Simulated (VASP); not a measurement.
Runs of VASP 6.6.1 on LiCl. The structure is that of space group P6_3mc (No. 186), or close to it. The cells are those of the table. 

```csv
level,cell,k mesh,gap on the mesh (eV),largest force (eV/Å)
r2SCAN,"a = 3.894, b = 3.894, c = 6.226 Å, angles 90.0, 90.0, 120.0°, 4 atoms",6 × 6 × 4,6.74,-
PBE,"a = 4.002, b = 4.002, c = 6.413 Å, angles 90.0, 90.0, 120.0°, 4 atoms",6 × 6 × 4,5.75,-
PBE,"a = 3.886, b = 3.886, c = 6.226 Å, angles 90.0, 90.0, 120.0°, 4 atoms",6 × 6 × 4,(d),-
r2SCAN,"a = 3.814, b = 3.814, c = 6.099 Å, angles 90.0, 90.0, 120.0°, 4 atoms",6 × 6 × 4,6.98,0.01
r2SCAN,"a = 3.854, b = 3.854, c = 6.163 Å, angles 90.0, 90.0, 120.0°, 4 atoms",6 × 6 × 4,6.85,0.01
PBE,"a = 3.964, b = 3.964, c = 6.352 Å, angles 90.0, 90.0, 120.0°, 4 atoms",6 × 6 × 4,5.85,-
PBE,"a = 3.845, b = 3.845, c = 6.161 Å, angles 90.0, 90.0, 120.0°, 4 atoms",6 × 6 × 4,6.16,-
PBE,"a = 3.894, b = 3.894, c = 6.226 Å, angles 90.0, 90.0, 120.0°, 4 atoms",12 × 12 × 4,6.03,-
r2SCAN,"a = 3.970, b = 3.970, c = 6.348 Å, angles 90.0, 90.0, 120.0°, 4 atoms",6 × 6 × 4,(a),(c)
r2SCAN,"a = 3.932, b = 3.932, c = 6.288 Å, angles 90.0, 90.0, 120.0°, 4 atoms",6 × 6 × 4,6.63,0.04
PBE,"a = 3.925, b = 3.925, c = 6.289 Å, angles 90.0, 90.0, 120.0°, 4 atoms",6 × 6 × 4,(b),-
r2SCAN,"a = 3.894, b = 3.894, c = 6.226 Å, angles 90.0, 90.0, 120.0°, 4 atoms",12 × 12 × 4,6.74,-
```

Alike in all rows: task single point; potentials or basis VASP PAW PBE potentials, release 64 (Li_sv, Cl); no spin polarisation; cutoff (eV) 520; smearing gaussian 0.01 eV.

Question: Estimate the missing entries.

Answer: (a) 6.53; (b) 5.94; (c) 0.02; (d) 6.05.

Caveats: the PAW data sets were made with another functional, which shifts forces and pressure a little (some runs).

A k mesh can miss the band edges.
